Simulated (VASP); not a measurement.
# NbNF4 (I4/mcm) in VASP: single point with r2SCAN

Aim: the single point of NbNF4 with r2SCAN.

All numbers are computed with VASP 6.6.1; they aren't measurements. Logs are shortened: lines on timing, memory, paths and dates and some standing lists are left out, and cuts for length are marked.

## 1. The cell of the first run

It takes space group I4/mcm (No. 140, tetragonal). Conventional cell: a = 4.746 Å, b = 4.746 Å, c = 10.976 Å, α = 90.00°, β = 90.00°, γ = 90.00°. Within 2.8 Å of N (site symmetry mmm) lie 8 F at 2.08 to 2.77 Å. Within 2.7 Å of Nb (site symmetry 422) lie 8 F at 2.03 Å. Within 2.8 Å of F (site symmetry m) lie 2 Nb at 2.03 Å and 2 N at 2.08 to 2.77 Å and 8 F at 2.29 to 2.65 Å.

## 2. Single point, r2SCAN

The input, POSCAR:

```
NbNF4
1.0
    0.0000000000      4.7464634999     -0.0000002358
    4.7464634999      0.0000000000     -0.0000002358
    2.3732314773      2.3732314773     -5.4880572528
N Nb F
2 2 8
Direct
    0.5000000000      0.0000000000      0.0000000000
    0.0000000000      0.5000000000      0.0000000000
    0.2500000000      0.2500000000      0.5000000000
    0.7500000000      0.7500000000      0.5000000000
    0.8313784797      0.3313784797      0.6877743747
    0.3313784797      0.4808471456      0.6877743747
    0.4808471456      0.9808471456      0.6877743747
    0.9808471456      0.8313784797      0.6877743747
    0.6686215203      0.5191528544      0.3122256253
    0.1686215203      0.6686215203      0.3122256253
    0.0191528544      0.1686215203      0.3122256253
    0.5191528544      0.0191528544      0.3122256253
```

The input, INCAR.step1:

```
ALGO = Normal ; EDIFF = 1E-4
ENCUT = 520 ; GGA = PE
ISMEAR = 0 ; LASPH = T
LCHARG = F ; LREAL = F
LWAVE = T ; NBANDS = 58
NELM = 80 ; PREC = Accurate
SIGMA = 0.0294
```

The input, INCAR.step2:

```
ALGO = Normal ; EDIFF = 1E-7
ENCUT = 520 ; ISIF = 2
ISMEAR = 0 ; ISTART = 1
LASPH = T ; LCHARG = F
LMIXTAU = T ; LREAL = F
LWAVE = F ; METAGGA = R2SCAN
NBANDS = 58 ; NELM = 80
PREC = Accurate ; SIGMA = 0.0294
```

The input, KPOINTS:

```
k-points
0
Gamma
  5 5 5
```

Potentials or basis: VASP PAW PBE potentials, release 64 (N, Nb_sv, F).

Command:

```sh
$ cat potpaw_PBE.64/N/POTCAR potpaw_PBE.64/Nb_sv/POTCAR potpaw_PBE.64/F/POTCAR > POTCAR
$ cp INCAR.step1 INCAR
$ mpirun -np 1 vasp_std > vasp.out
$ cp INCAR.step2 INCAR
$ mpirun -np 1 vasp_std > vasp.out
```

OUTCAR:

```text
EDIFF = 1E-7
   ENCUT = 520
   ISIF = 2
   ISMEAR = 0
   ISTART = 1
   LASPH = T
   LREAL = F
   METAGGA = R2SCAN
   NELM = 80
   PREC = Accurate

 ion  position               nearest neighbor table
   1  0.500  0.000  0.000-
   2  0.000  0.500  0.000-
   3  0.250  0.250  0.500-   6 2.03  11 2.03   7 2.03  12 2.03   5 2.03  10 2.03   9 2.03   8 2.03

   4  0.750  0.750  0.500-   8 2.03   9 2.03   7 2.03  12 2.03  10 2.03   5 2.03  11 2.03   6 2.03

   5  0.831  0.331  0.688-   3 2.03   4 2.03
   6  0.331  0.481  0.688-   3 2.03   4 2.03
   7  0.481  0.981  0.688-   3 2.03   4 2.03
   8  0.981  0.831  0.688-   4 2.03   3 2.03
   9  0.669  0.519  0.312-   4 2.03   3 2.03
  10  0.169  0.669  0.312-   3 2.03   4 2.03
  11  0.019  0.169  0.312-   3 2.03   4 2.03
  12  0.519  0.019  0.312-   3 2.03   4 2.03

  LATTYP: Found a body centered tetragonal cell.
 ALAT       =     4.7464634999
 C/A-ratio  =     2.3124825534

  Lattice vectors:

 A1 = (  -2.3732314773,   2.3732320226,   5.4880570170)
 A2 = (   2.3732320226,  -2.3732314773,   5.4880570170)
 A3 = (   2.3732314773,   2.3732314773,  -5.4880572528)

Analysis of symmetry for initial positions (statically):
=====================================================================
 Subroutine PRICEL returns:
 Original cell was already a primitive cell.

 Routine SETGRP: Setting up the symmetry group for a
 body centered tetragonal supercell.

 Subroutine GETGRP returns: Found 16 space group operations
 (whereof  8 operations were pure point group operations)
 out of a pool of 16 trial point group operations.

The static configuration has the point symmetry C_4h.
 The point group associated with its full space group is D_4h.

Analysis of symmetry for dynamics (positions and initial velocities):
=====================================================================
 Subroutine PRICEL returns:
 Original cell was already a primitive cell.

 Routine SETGRP: Setting up the symmetry group for a
 body centered tetragonal supercell.

 Subroutine GETGRP returns: Found 16 space group operations
 (whereof  8 operations were pure point group operations)
 out of a pool of 16 trial point group operations.

The dynamic configuration has the point symmetry C_4h.
 The point group associated with its full space group is D_4h.

 Subroutine INISYM returns: Found 16 space group operations
 (whereof  8 operations are pure point group operations),
 and found     1 'primitive' translations

----------------------------------------------------------------------------------------

                                     Primitive cell

  volume of cell :     123.6400

  direct lattice vectors                    reciprocal lattice vectors
     0.000000000  4.746463500 -0.000000236     0.000000005  0.210683179  0.091106915
     4.746463500  0.000000000 -0.000000236     0.210683179  0.000000005  0.091106915
     2.373231477  2.373231477 -5.488057253    -0.000000009 -0.000000009 -0.182213850

  length of vectors
     4.746463500  4.746463500  6.432979691     0.229538389  0.229538389  0.182213850

  position of ions in fractional coordinates (direct lattice)
     0.500000000  0.000000000  0.000000000
     0.000000000  0.500000000  0.000000000
     0.250000000  0.250000000  0.500000000
     0.750000000  0.750000000  0.500000000
     0.831378480  0.331378480  0.687774375
     0.331378480  0.480847146  0.687774375
     0.480847146  0.980847146  0.687774375
     0.980847146  0.831378480  0.687774375
     0.668621520  0.519152854  0.312225625
     0.168621520  0.668621520  0.312225625
     0.019152854  0.168621520  0.312225625
     0.519152854  0.019152854  0.312225625

  ion indices of the primitive-cell ions
   primitive index   ion index
                 1           1
                 2           2
                 3           3
                 4           4
                 5           5
                 6           6
                 7           7
                 8           8
                 9           9
                10          10
                11          11
                12          12

----------------------------------------------------------------------------------------

 KPOINTS: k-points

Automatic generation of k-mesh.
 Grid dimensions read from file:
 generate k-points for:    5    5    5

 Generating k-lattice:

  Cartesian coordinates                     Fractional coordinates (reciprocal lattice)
     0.000000001  0.042136636  0.018221383     0.200000000  0.000000000  0.000000000
     0.042136636  0.000000001  0.018221383     0.000000000  0.200000000  0.000000000
    -0.000000002 -0.000000002 -0.036442770    -0.000000000 -0.000000000  0.200000000

  Length of vectors
     0.045907678  0.045907678  0.036442770

  Shift w.r.t. Gamma in fractional coordinates (k-lattice)
     0.000000000  0.000000000  0.000000000

 Subroutine IBZKPT returns following result:
 ===========================================

 Found     18 irreducible k-points:

 Following reciprocal coordinates:
            Coordinates               Weight
  0.000000  0.000000  0.000000      1.000000
  0.200000 -0.000000 -0.000000      8.000000
  0.400000  0.000000 -0.000000      8.000000
  0.200000  0.200000 -0.000000      8.000000
  0.400000  0.200000  0.000000     16.000000
 -0.400000  0.200000 -0.000000     16.000000
[... 10 lines left out ...]
  0.000000  0.000000  0.400000      2.000000
 -0.200000  0.000000  0.400000      4.000000
   k-points           NKPTS =     18   k-points in BZ     NKDIM =     18   number of bands    NBANDS=     58
   number of dos      NEDOS =    301   number of ions     NIONS =     12
   total plane-waves  NPLWV =  62208
   dimension x,y,z NGX =    36 NGY =   36 NGZ =   48
   dimension x,y,z NGXF=    72 NGYF=   72 NGZF=   96
   ions per type =               2   2   8
   NGX,Y,Z   is equivalent  to a cutoff of  12.61, 12.61, 12.40 a.u.
   NGXF,Y,Z  is equivalent  to a cutoff of  25.22, 25.22, 24.81 a.u.
 SYSTEM =  unknown system
   PREC   = accura    normal or accurate (medium, high low for compatibility)
   ISTART =      1    job   : 0-new  1-cont  2-samecut
   ICHARG =      0    charge: 1-file 2-atom 10-const
   ISPIN  =      1    spin polarized calculation?
   LNONCOLLINEAR =      F non collinear calculations
   LSORBIT =      F    spin-orbit coupling
   LASPH  =      T    aspherical Exc in radial PAW
   ENCUT  =  520.0 eV  38.22 Ry    6.18 a.u.   8.83  8.83 11.96*2*pi/ulx,y,z
   NELM   =     80;   NELMIN=  2; NELMDL=  0     # of ELM steps
   EDIFF  = 0.1E-06   stopping-criterion for ELM
   LREAL  =      F    real-space projection
   EDIFFG = 0.1E-05   stopping-criterion for IOM
   NSW    =      0    number of steps for IOM
   IBRION =     -1    ionic relax: 0-MD 1-quasi-New 2-CG
   NFREE  =      0    steps in history (QN), initial steepest desc. (CG)
   ISIF   =      2    stress and relaxation
   ISYM   =      2    0-nonsym 1-usesym 2-fastsym
   POTIM  = 0.5000    time-step for ionic-motion
   TEBEG  =    0.0;   TEEND  =   0.0 temperature during run
   PSTRESS=    0.0 pullay stress
   NELECT =      92.0000    total number of electrons
   NUPDOWN=      -1.0000    fix difference up-down
   EMIN   =  10.00;   EMAX   =-10.00  energy-range for DOS
   EFERMI =   0.00;   METHOD = LEGACY
   ISMEAR =     0;   SIGMA  =   0.03  broadening in eV -4-tet -1-fermi 0-gaus
   EFERMI_NEDOS =   21; number of points for ismear=-14 and -15
   IALGO  =     38    algorithm
   IMIX   =      4    mixing-type and parameters
     AMIX     =   0.40;   BMIX     =  1.00
     AMIX_MAG =   1.60;   BMIX_MAG =  1.00
  volume/ion in A,a.u.               =      10.30        69.53
  Fermi-wavevector in a.u.,A,eV,Ry     =   1.483489  2.803389 29.942900  2.200741
  Thomas-Fermi vector in A             =   2.597145
   LORBIT       =      0    0 simple, 1 ext, 2 COOP (PROOUT), +10 PAW based schemes
   METAGGA = R2SCAN    functional components
   LHFCALC =     F    Hartree Fock is set to
   AEXX    =    0.0000 exact exchange contribution
   IVDW    =     0    specifies the selected vdW correction
   LEPSILON=     F    determine dielectric tensor
   LRPA    =     F    only Hartree local field effects (RPA)
 non-spin polarized calculation
 Gauss-broadening in eV      SIGMA  =   0.03
  energy-cutoff  :      520.00
  volume of cell :      123.64
 maximum number of plane-waves:      3350
   NGX = 17   NGY = 17   NGZ = 23

 number of electron      92.0000001 magnetization

 Free energy of the ion-electron system (eV)
  ---------------------------------------------------
  ext. energy  EPLUGINS =         0.00000000
  ---------------------------------------------------
  free energy    TOTEN  =      -106.06487911 eV

  energy without entropy =     -106.06061599  energy(sigma->0) =     -106.06274755

 E-fermi :   5.7410     XC(G=0): -11.7004

 val. band max:        5.7349716187   @ k =  -0.2000   0.0000   0.2000
 cond. band min:       5.7533154723   @ k =  -0.4000   0.0000   0.2000
 fundamental gap:      0.0183438536
 Fermi energy:         5.7409697652

 k-point     1 :       0.0000    0.0000    0.0000
  band No.  band energies     occupation
      1     -53.8950      2.00000
      2     -53.8409      2.00000
      3     -30.0886      2.00000
      4     -30.0886      2.00000
      5     -29.3999      2.00000
      6     -29.3999      2.00000
[... 50 lines left out ...]
     57       9.4214      0.00000
     58       9.4214      0.00000

 k-point     2 :       0.2000   -0.0000   -0.0000
  band No.  band energies     occupation
      1     -53.8898      2.00000
      2     -53.8460      2.00000
      3     -30.0370      2.00000
      4     -30.0295      2.00000
      5     -29.4838      2.00000
      6     -29.4743      2.00000
[... 971 lines left out ...]
      2     -53.8460      2.00000
      3     -30.0374      2.00000
      4     -30.0298      2.00000
      5     -29.4836      2.00000
      6     -29.4742      2.00000
[... 50 lines left out ...]
     57       9.4325      0.00000
     58       9.4828      0.00000

------------------------ aborting loop because EDIFF is reached ----------------------------------------

  FORCE on cell =-STRESS in cart. coord.  units (eV):
  Direction    XX          YY          ZZ          XY          YZ          ZX
  --------------------------------------------------------------------------------------
  -------------------------------------------------------------------------------------
  Total       15.7395461     15.7395461     15.0533027      0.0000000     -0.0000000     -0.0000000
  in kB      203.9594731    203.9594731    195.0668506      0.0000000     -0.0000004     -0.0000004
  external PRESSURE =     200.9952656 kB  Pullay stress =       0.0000000 kB

 VOLUME and BASIS-vectors are now :
 -----------------------------------------------------------------------------
  energy-cutoff  :      520.00
  volume of cell :      123.64
      direct lattice vectors                 reciprocal lattice vectors
     0.000000000  4.746463500 -0.000000236     0.000000005  0.210683179  0.091106915
     4.746463500  0.000000000 -0.000000236     0.210683179  0.000000005  0.091106915
     2.373231477  2.373231477 -5.488057253    -0.000000009 -0.000000009 -0.182213850

 POSITION                                       TOTAL-FORCE (eV/Angst)
 -----------------------------------------------------------------------------------
      0.00000      2.37323     -0.00000        -0.000000      0.000000     -0.000000
      2.37323      0.00000     -0.00000        -0.000000      0.000000     -0.000000
      2.37323      2.37323     -2.74403        -0.000000      0.000000     -0.000000
      4.74646      4.74646     -2.74403        -0.000000      0.000000     -0.000000
      3.20512      5.57836     -3.77455        -0.023397     -0.023397     -0.049117
      3.91457      3.20512     -3.77455         0.023397     -0.023397     -0.049117
      6.28780      3.91457     -3.77455         0.023397      0.023397     -0.049117
      5.57836      6.28780     -3.77455        -0.023397      0.023397     -0.049117
      3.20512      3.91457     -1.71351        -0.023397      0.023397      0.049117
      3.91457      1.54134     -1.71351         0.023397      0.023397      0.049117
      1.54134      0.83189     -1.71351         0.023397     -0.023397      0.049117
      0.83189      3.20512     -1.71351        -0.023397     -0.023397      0.049117
 -----------------------------------------------------------------------------------
    total drift:                                0.000000      0.000000      0.000000

  FREE ENERGIE OF THE ION-ELECTRON SYSTEM (eV)
  ---------------------------------------------------
  free  energy   TOTEN  =      -106.0648791129 eV

  energy  without entropy=     -106.0606159941  energy(sigma->0) =     -106.06274755
```

Run time: 16 min. Hardware: 1 thread of AMD EPYC 7R43 (Zen 3), shared host; peak memory 0.26 GiB.

What came out:

| Item | Value |
| --- | --- |
| Free energy | -106.0649 eV |
| Pressure | 20.1 GPa |
| Largest force | 0.059 eV/Å |
| Band gap on the k mesh | zero (bands 46 and 47 overlap by 0.23 eV) |

Forces in eV/Å, atoms in the order of the input:
```
N    0.000  0.000  0.000
N    0.000  0.000  0.000
Nb   0.000  0.000  0.000
Nb   0.000  0.000  0.000
F   -0.023 -0.023 -0.049
F    0.023 -0.023 -0.049
F    0.023  0.023 -0.049
F   -0.023  0.023 -0.049
F   -0.023  0.023  0.049
F    0.023  0.023  0.049
F    0.023 -0.023  0.049
F   -0.023 -0.023  0.049
```

Levels at points of the mesh, in eV from the Fermi level:
| k point | band 44 | band 45 | band 46 | band 47 | band 48 | band 49 |
| --- | --- | --- | --- | --- | --- | --- |
| (0.00, 0.00, 0.00) | -0.64 | -0.33 | 0.20 | 0.20 | 0.64 | 0.90 |

Caveat: the cell stands under pressure; the PAW data sets were made with another functional, which shifts forces and pressure a little.
